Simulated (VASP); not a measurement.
The system is Mg2Sb3.

```
Mg Sb
1.0
     4.69536    0.00000    0.00000
    -2.34768    4.06630    0.00000
     0.00000    0.00000    7.49033
Mg Sb
2 3
Direct
  0.33333 0.66667 0.16483
  0.66667 0.33333 0.83517
  0.33333 0.66667 0.58027
  0.66667 0.33333 0.41973
  0.00000 0.00000 0.00000
```

```yaml
Program: VASP 6.6.1
Task: relaxation of cell and atoms
Functional: LDA
Potentials_or_basis: VASP PAW LDA potentials, release 64 (Mg, Sb)
Cutoff: 600 eV
k_mesh: 5 × 5 × 3
Occupations: gaussian, width 0.05 eV
Spin: no spin polarisation
```

At the start: pressure -3.1 GPa; volume 28.60 Å³/atom.

Q: Where does the relaxation end?

A: Over 7 steps the energy falls by 20.4 meV/atom and the volume is 26.54 Å³/atom (-7.2 %); space group P-3m1 (No. 164, to 0.1 Å) before and after.

The path:
| step | energy change (eV) | largest force (eV/Å) | pressure (GPa) | volume (Å³) |
| --- | --- | --- | --- | --- |
| 1 | 0.0000 | 0.1507 | -3.06 | 143.01 |
| 2 | -0.0887 | 0.3088 | 0.74 | 132.00 |
| 3 | -0.0935 | 0.2180 | -0.04 | 133.91 |
| 4 | -0.0980 | 0.1303 | -0.03 | 133.49 |
| 5 | -0.1011 | 0.0408 | 0.02 | 132.61 |
| 6 | -0.1011 | 0.0272 | 0.02 | 132.69 |
| 7 | -0.1019 | 0.0194 | -0.02 | 132.69 |

Final structure:
```
Mg Sb
1.0
     4.59455    0.00000    0.00000
    -2.29727    3.97899    0.00000
     0.00000    0.00000    7.25796
Mg Sb
2 3
Direct
  0.33333 0.66667 0.16306
  0.66667 0.33333 0.83694
  0.33333 0.66667 0.58348
  0.66667 0.33333 0.41652
  0.00000 0.00000 0.00000
```
